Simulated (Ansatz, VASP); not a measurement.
# Two plane-wave programs on ZrS2

File POSCAR:

```
ZrS2
1.0
    3.7846310575      0.0000000000      0.0000000000
   -1.8923155287      3.2775866398      0.0000000000
    0.0000000000      0.0000000000      5.7690034300
Zr S
1 2
Direct
    0.0000000000      0.0000000000      0.0000000000
    0.3333333333      0.6666666667      0.2409644600
    0.6666666667      0.3333333333      0.7590355400
```

Contents of INCAR.step1:

```
SYSTEM = ZrS2
  ALGO = Normal
  EDIFF = 1E-5
  ENCUT = 550
  GGA = PE
  GGA_COMPAT = .FALSE.
  ISMEAR = 0
  LASPH = .TRUE.
  LCHARG = .FALSE.
  LREAL = .FALSE.
  LWAVE = .TRUE.
  NBANDS = 19
  NELM = 120
  PREC = Accurate
  SIGMA = 0.01
```

Contents of INCAR.step2:

```
SYSTEM = ZrS2
  ALGO = Normal
  EDIFF = 1E-6
  ENCUT = 550
  GGA_COMPAT = .FALSE.
  ISIF = 2
  ISMEAR = 0
  ISTART = 1
  LASPH = .TRUE.
  LCHARG = .FALSE.
  LMIXTAU = .TRUE.
  LREAL = .FALSE.
  LWAVE = .FALSE.
  METAGGA = R2SCAN
  NBANDS = 19
  NELM = 120
  PREC = Accurate
  SIGMA = 0.01
```

Contents of KPOINTS:

```
k-points
0
G
  12 12 4
  0 0 0
```

Input for Ansatz:

```yaml
crystal:
  lattice:
    - [3.7846310575, 0.0, 0.0]
    - [-1.8923155287, 3.2775866398, 0.0]
    - [0.0, 0.0, 5.76900343]
  atoms:
    - { symbol: Zr, position: [0.0, 0.0, 0.0] }
    - { symbol: S, position: [0.3333333333, 0.6666666667, 0.24096446] }
    - { symbol: S, position: [0.6666666667, 0.3333333333, 0.75903554] }
kpoints:
  mp_grid: { grid: [12, 12, 4] }
  band_path:
    path:
      - [0.0, 0.0, 0.0]
      - [0.5, 0.0, 0.0]
      - [0.3333333333, 0.3333333333, 0.0]
      - [0.0, 0.0, 0.5]
      - [0.5, 0.0, 0.5]
      - [0.3333333333, 0.3333333333, 0.5]
      - [-0.020833, 0.010417, 0.0]
      - [0.0, 0.5, 0.5]
    npoints: 1
hamiltonian:
  xc: r2scan
scf:
  occupations: { method: fixed }
  n_extra_bands: 4
output:
  forces: true
  stress: true
  eigenvalues: true
```

Change from the starting cell: epitaxial_xy strain +3.0%.

Alike in both runs: task single point; functional r2SCAN; k mesh 12 × 12 × 4; no spin polarisation.

```csv
,VASP,Ansatz
version,VASP 6.6.1,Ansatz 0.2.0
potentials or method,"VASP PAW PBE potentials, release 64 (Zr_sv, S)","plane waves, PAW"
plane-wave cutoff (eV),550,500
occupations,"gaussian, width 0.01 eV",fixed
valence electrons in the cell,24,24
```

```csv
,VASP,Ansatz,Ansatz less VASP
gap on the k mesh at the Fermi level (eV),1.31,1.31,-0.001
pressure (GPa),-2.2,-2.2,+0.03
"traceless stress, the component that is largest in VASP (GPa)",3.08,3.05,-0.029
rms of the force components (eV/Å),0.016,0.018,+0.0013
```

VASP's potentials were made for PBE, not for r2SCAN. Atom by atom the forces differ by 0.001 eV/Å (rms over components).
